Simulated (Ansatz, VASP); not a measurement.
One calculation of YMn3, two programs

Contents of INCAR:

```
SYSTEM = YMn3
PREC = Accurate
ENCUT = 520
EDIFF = 1E-6
ISMEAR = 0
SIGMA = 0.1
LREAL = .FALSE.
LASPH = .TRUE.
NELM = 150
ALGO = Normal
ISIF = 2
LWAVE = .FALSE.
LCHARG = .FALSE.
ISPIN = 2
MAGMOM = 4 4 4 0
LORBIT = 11
LMAXMIX = 4
GGA = PE
NBANDS = 37
```

KPOINTS

```
Automatic mesh
0
G
  10 10 10
  0 0 0
```

File POSCAR:

```
YMn3
1.0
    4.1008586498      0.0000000000      0.0000000000
    0.0000000000      4.1008586498      0.0000000000
    0.0000000000      0.0000000000      4.1008586498
Mn Y
3 1
Direct
    0.0000000000      0.5000000000      0.5000000000
    0.5000000000      0.0000000000      0.5000000000
    0.5000000000      0.5000000000      0.0000000000
    0.0000000000      0.0000000000      0.0000000000
```

Input for Ansatz:

```yaml
crystal:
  lattice:
    - [4.1008586498, 0.0, 0.0]
    - [0.0, 4.1008586498, 0.0]
    - [0.0, 0.0, 4.1008586498]
  atoms:
    - { symbol: Mn, position: [0.0, 0.5, 0.5], spin: 4.0 }
    - { symbol: Mn, position: [0.5, 0.0, 0.5], spin: 4.0 }
    - { symbol: Mn, position: [0.5, 0.5, 0.0], spin: 4.0 }
    - { symbol: "Y", position: [0.0, 0.0, 0.0] }
basis:
  ecutwfc: 420
kpoints:
  mp_grid: { grid: [10, 10, 10] }
hamiltonian:
  xc: pbe
scf:
  occupations: { method: gaussian, width: 0.1 }
  lower_state_search: "off"
output:
  forces: true
  stress: true
  eigenvalues: true
  populations: true
magnetization:
  spin_polarized: true
```

Alike in both runs: task single point; functional PBE; k mesh 10 × 10 × 10; occupations gaussian, width 0.1 eV; collinear spin.

|  | VASP | Ansatz |
| --- | --- | --- |
| version | VASP 6.6.1 | Ansatz 0.2.0 |
| potentials or method | VASP PAW PBE potentials, release 64 (Mn_pv, Y_sv), cutoff 520 eV | scalar-relativistic, plane waves, PAW |
| valence electrons in the cell | 50 | 56 |

|  | VASP | Ansatz | Ansatz less VASP |
| --- | --- | --- | --- |
| gap on the k mesh at the Fermi level (eV) | none | none | - |
| pressure (GPa) | -0.1 | 0.0 | +0.07 |
| net moment per atom (μB) | 2.42 | 2.42 | 0.000 |
| size of the moment on the site where the two differ most (μB) | 0.24 | 0.17 | -0.072 |

Site moments also hang on the region over which each program counts them. A gap of «none» marks a metal or a gap that the smearing closes. With one functional, cell and mesh, what is left measures potentials, basis and numerics. VASP's potentials hold 50 valence electrons a cell and Ansatz's 56, so a difference there can come from the potentials and not from the codes.
